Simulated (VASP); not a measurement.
NaCl:

```xyz
2
Lattice="3.5022 0.0000 0.0000 0.0000 3.5022 0.0000 0.0000 0.0000 3.5022" Properties=species:S:1:pos:R:3 pbc="T T T"
Cl    1.7511    1.7511    1.7511
Na    0.0000    0.0000    0.0000
```

| Item | Value |
| --- | --- |
| Program | VASP 6.6.1 |
| Task | relaxation of cell and atoms |
| Functional | PBEsol |
| Dispersion | D3(BJ) |
| Potentials or basis | VASP PAW PBE potentials, release 64 (Cl, Na_pv) |
| Cutoff | 500 eV |
| k mesh | 8 × 8 × 8 |
| Occupations | fermi-dirac, width 0.05 eV |
| Spin | no spin polarisation |

At the start: pressure -2.8 GPa; volume 21.48 Å³/atom.

Problem. Where does the relaxation end?

Solution. Over 4 steps the energy falls by 21.0 meV/atom and the volume is 19.31 Å³/atom (-10.1 %); space group Pm-3m (No. 221, to 0.05 Å).

Step by step:
```csv
step,energy change (eV),largest force (eV/Å),pressure (GPa),volume (Å³)
1,0.0000,0.0000,-2.82,42.96
2,-0.0319,0.0000,-1.53,40.65
3,-0.0419,0.0000,-0.18,38.85
4,-0.0420,0.0000,0.02,38.62
```

Final structure:
```yaml
crystal:
  lattice:
    - [3.38029, 0.00000, 0.00000]
    - [0.00000, 3.38029, 0.00000]
    - [0.00000, 0.00000, 3.38029]
  atoms:
    - { symbol: Cl, position: [0.50000, 0.50000, 0.50000] }
    - { symbol: Na, position: [0.00000, 0.00000, 0.00000] }
```

Caveat: the PAW data sets were made with another functional, which shifts forces and pressure a little.
